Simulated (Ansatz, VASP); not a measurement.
Si7Ge in VASP and in Ansatz

```
Si Ge
1.0
     5.45918    0.00000    0.00000
     0.00000    5.73214    0.00000
     0.00000    0.00000    5.45918
Si Ge
7 1
Direct
  0.25260 0.25260 0.25260
  0.00000 0.50000 0.50000
  0.50000 0.50000 0.00000
  0.50000 0.00000 0.50000
  0.74740 0.25260 0.74740
  0.74740 0.74740 0.25260
  0.25260 0.74740 0.74740
  0.00000 0.00000 0.00000
```

Change from the starting cell: strain +0.0500 x Voigt [0, 1, 0, 0, 0, 0], atoms carried along.

Alike in both runs: task single point; functional PBEsol; k mesh 6 × 6 × 6; occupations gaussian, width 0.03 eV; no spin polarisation.

|  | VASP | Ansatz |
| --- | --- | --- |
| version | VASP 6.6.1 | Ansatz 0.2.0 |
| potentials or method | VASP PAW PBE potentials, release 64 (Si, Ge_d), cutoff 520 eV | scalar-relativistic, plane waves, PAW |
| valence electrons in the cell | 42 | 42 |

```tsv
	VASP	Ansatz	Ansatz less VASP
gap on the k mesh at the Fermi level (eV)	0.20	0.21	+0.005
least direct gap on the mesh (eV)	0.20	0.21	+0.005
pressure (GPa)	-4.0	-4.0	-0.05
traceless stress, the component that is largest in VASP (GPa)	-3.19	-3.19	0.000
rms of the force components (eV/Å)	0.005	0.006	+0.0009
```

VASP's potentials were made for PBE, not for PBEsol. Atom by atom the forces differ by 0.003 eV/Å (rms over components).
